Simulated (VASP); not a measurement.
# GaN (Fm-3m) in VASP: G0W0 quasiparticle levels with PBE

Aim: the G0W0 quasiparticle levels of GaN with PBE.

Everything below comes from runs of VASP 6.6.1. Logs are shortened: lines on timing, memory, paths and dates and some standing lists are left out, and cuts for length are marked.

## Step 1: The cell of the first run

The structure is cubic, space group Fm-3m (No. 225). The conventional cell has a = 4.259 Å, b = 4.259 Å, c = 4.259 Å, α = 90.00°, β = 90.00°, γ = 90.00°. Ga (site symmetry m-3m) has 6 N at 2.13 Å within 2.8 Å. N (site symmetry m-3m) has 6 Ga at 2.13 Å within 2.8 Å.

## Step 2: G0W0 quasiparticle levels, PBE

The input, POSCAR:

```
GaN
1.0
    0.0000000000      2.1296003894      2.1296003894
    2.1296003894      0.0000000000      2.1296003894
    2.1296003894      2.1296003894      0.0000000000
Ga N
1 1
Direct
    0.0000000000      0.0000000000      0.0000000000
    0.5000000000      0.5000000000      0.5000000000
```

The input, INCAR.step1:

```
SYSTEM = GaN
PREC = Accurate
ENCUT = 500
EDIFF = 1E-8
ISMEAR = 0
SIGMA = 0.01
LREAL = .FALSE.
LASPH = .TRUE.
NELM = 60
ALGO = Normal
LWAVE = .TRUE.
LCHARG = .FALSE.
GGA = PE
```

The input, INCAR.step2:

```
SYSTEM = GaN
PREC = Accurate
ENCUT = 500
EDIFF = 1E-8
ISMEAR = 0
SIGMA = 0.01
LREAL = .FALSE.
LASPH = .TRUE.
NELM = 1
ALGO = Exact
LWAVE = .TRUE.
LCHARG = .FALSE.
GGA = PE
NBANDS = 89
LOPTICS = .TRUE.
ISTART = 1
```

The input, INCAR.step3:

```
SYSTEM = GaN
PREC = Accurate
ENCUT = 500
EDIFF = 1E-8
ISMEAR = 0
SIGMA = 0.01
LREAL = .FALSE.
LASPH = .TRUE.
ALGO = EVGW0
LWAVE = .FALSE.
LCHARG = .FALSE.
GGA = PE
NELMGW = 1
NBANDS = 89
ENCUTGW = 150.0
NOMEGA = 48
PRECFOCK = Fast
ISTART = 1
NBANDSGW = 17
```

The input, KPOINTS:

```
regular mesh
0
G
  6 6 6
  0 0 0
```

Potentials or basis: VASP PAW PBE potentials, release 64 (Ga_d_GW, N_GW).

On the command line:

```
$ cat potpaw_PBE.64/Ga_d_GW/POTCAR potpaw_PBE.64/N_GW/POTCAR > POTCAR
$ cp INCAR.step1 INCAR
$ mpirun -np 1 vasp_std > vasp.out
$ cp INCAR.step2 INCAR
$ mpirun -np 1 vasp_std > vasp.out
$ cp INCAR.step3 INCAR
$ mpirun -np 1 vasp_std > vasp.out
```

OUTCAR:

```text
SYSTEM = GaN
   PREC = Accurate
   ENCUT = 500
   EDIFF = 1E-8
   ISMEAR = 0
   LREAL = .FALSE.
   LASPH = .TRUE.
   GGA = PE
   NELMGW = 1
   ENCUTGW = 150.0
   PRECFOCK = Fast
   ISTART = 1

 ion  position               nearest neighbor table
   1  0.000  0.000  0.000-   2 2.13   2 2.13   2 2.13   2 2.13   2 2.13   2 2.13
   2  0.500  0.500  0.500-   1 2.13   1 2.13   1 2.13   1 2.13   1 2.13   1 2.13

  LATTYP: Found a face centered cubic cell.
 ALAT       =     4.2592007788

  Lattice vectors:

 A1 = (   0.0000000000,   2.1296003894,   2.1296003894)
 A2 = (   2.1296003894,   0.0000000000,   2.1296003894)
 A3 = (   2.1296003894,   2.1296003894,   0.0000000000)

Analysis of symmetry for initial positions (statically):
=====================================================================
 Subroutine PRICEL returns:
 Original cell was already a primitive cell.

 Routine SETGRP: Setting up the symmetry group for a
 face centered cubic supercell.

 Subroutine GETGRP returns: Found 48 space group operations
 (whereof 48 operations were pure point group operations)
 out of a pool of 48 trial point group operations.

The static configuration has the point symmetry O_h .

Analysis of symmetry for dynamics (positions and initial velocities):
=====================================================================
 Subroutine PRICEL returns:
 Original cell was already a primitive cell.

 Routine SETGRP: Setting up the symmetry group for a
 face centered cubic supercell.

 Subroutine GETGRP returns: Found 48 space group operations
 (whereof 48 operations were pure point group operations)
 out of a pool of 48 trial point group operations.

The dynamic configuration has the point symmetry O_h .

 Subroutine INISYM returns: Found 48 space group operations
 (whereof 48 operations are pure point group operations),
 and found     1 'primitive' translations

----------------------------------------------------------------------------------------

                                     Primitive cell

  volume of cell :      19.3163

  direct lattice vectors                    reciprocal lattice vectors
     0.000000000  2.129600389  2.129600389    -0.234785832  0.234785832  0.234785832
     2.129600389  0.000000000  2.129600389     0.234785832 -0.234785832  0.234785832
     2.129600389  2.129600389  0.000000000     0.234785832  0.234785832 -0.234785832

  length of vectors
     3.011709753  3.011709753  3.011709753     0.406660991  0.406660991  0.406660991

  position of ions in fractional coordinates (direct lattice)
     0.000000000  0.000000000  0.000000000
     0.500000000  0.500000000  0.500000000

  ion indices of the primitive-cell ions
   primitive index   ion index
                 1           1
                 2           2

----------------------------------------------------------------------------------------

 KPOINTS: regular mesh

Automatic generation of k-mesh.
 Grid dimensions read from file:
 generate k-points for:    6    6    6

 Generating k-lattice:

  Cartesian coordinates                     Fractional coordinates (reciprocal lattice)
    -0.039130972  0.039130972  0.039130972     0.166666667  0.000000000  0.000000000
     0.039130972 -0.039130972  0.039130972     0.000000000  0.166666667  0.000000000
     0.039130972  0.039130972 -0.039130972     0.000000000  0.000000000  0.166666667

  Length of vectors
     0.067776832  0.067776832  0.067776832

  Shift w.r.t. Gamma in fractional coordinates (k-lattice)
     0.000000000  0.000000000  0.000000000

 Subroutine IBZKPT returns following result:
 ===========================================

 Found     16 irreducible k-points:

 Following reciprocal coordinates:
            Coordinates               Weight
  0.000000  0.000000  0.000000      1.000000
  0.166667  0.000000  0.000000      8.000000
  0.333333  0.000000  0.000000      8.000000
  0.500000  0.000000  0.000000      4.000000
  0.166667  0.166667  0.000000      6.000000
  0.333333  0.166667  0.000000     24.000000
[... 8 lines left out ...]
 -0.333333  0.333333  0.166667     24.000000
 -0.333333  0.500000  0.166667     12.000000
   k-points           NKPTS =     16   k-points in BZ     NKDIM =    216   number of bands    NBANDS=     89
   number of dos      NEDOS =    301   number of ions     NIONS =      2
   total plane-waves  NPLWV =  13824
   dimension x,y,z NGX =    24 NGY =   24 NGZ =   24
   dimension x,y,z NGXF=    48 NGYF=   48 NGZF=   48
   ions per type =               1   1
   NGX,Y,Z   is equivalent  to a cutoff of  13.25, 13.25, 13.25 a.u.
   NGXF,Y,Z  is equivalent  to a cutoff of  26.50, 26.50, 26.50 a.u.
 SYSTEM =  GaN
   PREC   = accura    normal or accurate (medium, high low for compatibility)
   ISTART =      1    job   : 0-new  1-cont  2-samecut
   ICHARG =      0    charge: 1-file 2-atom 10-const
   ISPIN  =      1    spin polarized calculation?
   LNONCOLLINEAR =      F non collinear calculations
   LSORBIT =      F    spin-orbit coupling
   LASPH  =      T    aspherical Exc in radial PAW
   ENCUT  =  500.0 eV  36.75 Ry    6.06 a.u.   5.49  5.49  5.49*2*pi/ulx,y,z
   NELM   =     60;   NELMIN=  2; NELMDL=  0     # of ELM steps
   EDIFF  = 0.1E-07   stopping-criterion for ELM
   LREAL  =      F    real-space projection
   EDIFFG = 0.1E-06   stopping-criterion for IOM
   NSW    =      0    number of steps for IOM
   IBRION =     -1    ionic relax: 0-MD 1-quasi-New 2-CG
   NFREE  =      0    steps in history (QN), initial steepest desc. (CG)
   ISIF   =      0    stress and relaxation
   ISYM   =      3    0-nonsym 1-usesym 2-fastsym
   POTIM  = 0.5000    time-step for ionic-motion
   TEBEG  =    0.0;   TEEND  =   0.0 temperature during run
   PSTRESS=    0.0 pullay stress
   NELECT =      18.0000    total number of electrons
   NUPDOWN=      -1.0000    fix difference up-down
   EMIN   =  10.00;   EMAX   =-10.00  energy-range for DOS
   EFERMI =   0.00;   METHOD = LEGACY
   ISMEAR =     0;   SIGMA  =   0.01  broadening in eV -4-tet -1-fermi 0-gaus
   EFERMI_NEDOS =   21; number of points for ismear=-14 and -15
   IALGO  =     38    algorithm
   IMIX   =      4    mixing-type and parameters
     AMIX     =   0.40;   BMIX     =  1.00
     AMIX_MAG =   1.60;   BMIX_MAG =  1.00
  volume/ion in A,a.u.               =       9.66        65.18
  Fermi-wavevector in a.u.,A,eV,Ry     =   1.599033  3.021735 34.788845  2.556908
  Thomas-Fermi vector in A             =   2.696390
   LORBIT       =      0    0 simple, 1 ext, 2 COOP (PROOUT), +10 PAW based schemes
   GGA     = PE    functional components
   LHFCALC =     T    Hartree Fock is set to
   PRECFOCK=fast      Normal, Fast or Accurate (Low or Medium for compatibility)
   ENCUT4O =  -1.0   cutoff for four orbital integrals eV
   NKREDX  =     1    reduce k-point grid by
   NKREDY  =     1    reduce k-point grid by
   NKREDZ  =     1    reduce k-point grid by
   AEXX    =    1.0000 exact exchange contribution
   HFSCREEN=    0.0000 screening length (either q_TF or 0.3 A-1)
   HFSCREENC=   0.0000 screening length for correlation (either q_TF or 0.3 A-1)
   ENCUTFOCK=  -1.0 apply spherical cutoff to Coloumb kernel
   IVDW    =     0    specifies the selected vdW correction
   LEPSILON=     F    determine dielectric tensor
   LRPA    =     F    only Hartree local field effects (RPA)
   LRPAFORCE           =     F    calculate RPA forces
   ENCUTGW             = 150.0    cutoff for response function in eV
   ENCUTGWSOFT         = 120.0    soft cutoff for Coulomb kernel in GW response function in eV
   ENCUTLF             =  -1.0    cutoff for local field effects
   NELMGW              =     1    number of iterations in solving QP/BSE equation
   NELMHF              =     1    number of iterations in the inner HF iteration
   NKREDLFX            =     1    NKREDLFY  =   1   NKREDLFZ  =   1
 non-spin polarized calculation
 Gauss-broadening in eV      SIGMA  =   0.01
  energy-cutoff  :      500.00
  volume of cell :       19.32
 maximum number of plane-waves:       531
 NGX is ok and might be reduce to    24
  NGX = 14; NGY = 14; NGZ = 14
   NGX = 11   NGY = 11   NGZ = 11
 maximum number of plane-waves:        92
 NGX is ok and might be reduce to    14

 QP shifts <psi_nk| G(iteration)W_0 |psi_nk>: iteration 1
 for sc-GW calculations column KS-energies equals QP-energies in previous step
 and V_xc(KS)=  KS-energies - (<T + V_ion + V_H > + <T+V_H+V_ion>^1  + <V_x>^1)

 k-point   1 :       0.0000    0.0000    0.0000
  band No.  KS-energies  QP-energies   sigma(KS)   V_xc(KS)     V^pw_x(r,r')   Z            occupation Imag(sigma)

      1      -9.6657     -10.5459     -15.7895     -14.4968     -24.3031       0.6809       2.0000       1.3901
      2      -6.6717      -9.4478     -25.4703     -21.6586     -35.0107       0.7283       2.0000       0.2050
      3      -6.6717      -9.4478     -25.4703     -21.6586     -35.0107       0.7283       2.0000       0.2050
      4      -6.6717      -9.4478     -25.4703     -21.6586     -35.0107       0.7283       2.0000       0.2050
      5      -6.5822      -9.4066     -25.7204     -21.8488     -35.4568       0.7295       2.0000       0.2550
      6      -6.5822      -9.4066     -25.7204     -21.8488     -35.4568       0.7295       2.0000       0.2550
[... 9 lines left out ...]
     16      22.8880      23.4948     -11.8501     -12.6480      -4.4969       0.7605       0.0000      -0.5342
     17      23.4003      23.4948      -9.0229      -9.1430      -2.5059       0.7867       0.0000      -0.3087

 k-point   2 :       0.1667    0.0000    0.0000
  band No.  KS-energies  QP-energies   sigma(KS)   V_xc(KS)     V^pw_x(r,r')   Z            occupation Imag(sigma)

      1      -9.1466     -10.0179     -15.9417     -14.6637     -24.3457       0.6818       2.0000       1.3254
      2      -6.6884      -9.4555     -25.4011     -21.6024     -34.9294       0.7284       2.0000       0.2101
      3      -6.6683      -9.4510     -25.5065     -21.6854     -35.1173       0.7283       2.0000       0.2287
      4      -6.6683      -9.4510     -25.5065     -21.6854     -35.1173       0.7283       2.0000       0.2287
      5      -6.5907      -9.3976     -25.6533     -21.8047     -35.3237       0.7294       2.0000       0.2380
      6      -6.5907      -9.3976     -25.6533     -21.8047     -35.3237       0.7294       2.0000       0.2380
[... 9 lines left out ...]
     16      23.6748      24.1079     -11.6487     -12.1935      -5.5329       0.7950       0.0000      -0.3660
     17      28.7625      29.0875     -10.3564     -10.7626      -3.4817       0.8000       0.0000      -0.6938

 k-point   3 :       0.3333    0.0000    0.0000
  band No.  KS-energies  QP-energies   sigma(KS)   V_xc(KS)     V^pw_x(r,r')   Z            occupation Imag(sigma)
[... 253 lines left out ...]
      1      -7.8213      -9.7763     -22.0620     -19.2664     -31.4007       0.6993       2.0000       0.6239
      2      -6.7282      -9.4748     -25.2624     -21.4892     -34.8307       0.7279       2.0000       0.2470
      3      -6.6469      -9.4192     -25.4732     -21.6652     -35.1262       0.7280       2.0000       0.2542
      4      -6.6402      -9.3987     -25.3762     -21.5903     -34.8928       0.7286       2.0000       0.2156
      5      -6.4410      -9.2484     -25.7775     -21.9352     -35.3724       0.7306       2.0000       0.2040
      6      -4.5131      -6.1116     -21.4550     -19.2692     -29.8500       0.7313       2.0000       0.6522
[... 9 lines left out ...]
     16      32.8649      33.4819     -10.9322     -11.6924      -3.6635       0.8116       0.0000      -1.1070
     17      34.4873      35.3433     -11.8051     -12.8379      -4.6548       0.8288       0.0000      -1.1951

 k-point  16 :      -0.3333    0.5000    0.1667
  band No.  KS-energies  QP-energies   sigma(KS)   V_xc(KS)     V^pw_x(r,r')   Z            occupation Imag(sigma)

      1      -8.0499      -9.9954     -22.0158     -19.2222     -31.4105       0.6964       2.0000       0.6288
      2      -6.7580      -9.5093     -25.2445     -21.4647     -34.7412       0.7279       2.0000       0.2139
      3      -6.5951      -9.3914     -25.6305     -21.7917     -35.3742       0.7284       2.0000       0.2709
      4      -6.5470      -9.3245     -25.5446     -21.7353     -35.0918       0.7291       2.0000       0.2112
      5      -6.4082      -9.2197     -25.8189     -21.9747     -35.4172       0.7314       2.0000       0.2019
      6      -3.8381      -5.4174     -21.9275     -19.7755     -30.2882       0.7339       2.0000       0.6125
[... 9 lines left out ...]
     16      34.1232      35.1329     -13.0888     -14.2992      -5.8622       0.8342       0.0000      -1.4437
     17      36.0526      37.0704     -13.0803     -14.3228      -5.0351       0.8192       0.0000      -1.7533
```

It took 5.2 min on 1 thread of Intel Xeon 6975P-C, shared host; peak memory 0.4 GiB.

What came out:

| Quantity | Value |
| --- | --- |
| Band gap on the k mesh, mean-field level | 0.43 eV, indirect (least direct gap 2.46 eV) |
| Quasiparticle gap | 1.25 eV |
| Least direct quasiparticle gap | 3.44 eV |

Caveat: the k points lie up to 0.43 Å⁻¹ apart; bands, screening cutoff and mesh are small and nothing is extrapolated, so the quasiparticle values aren't converged.
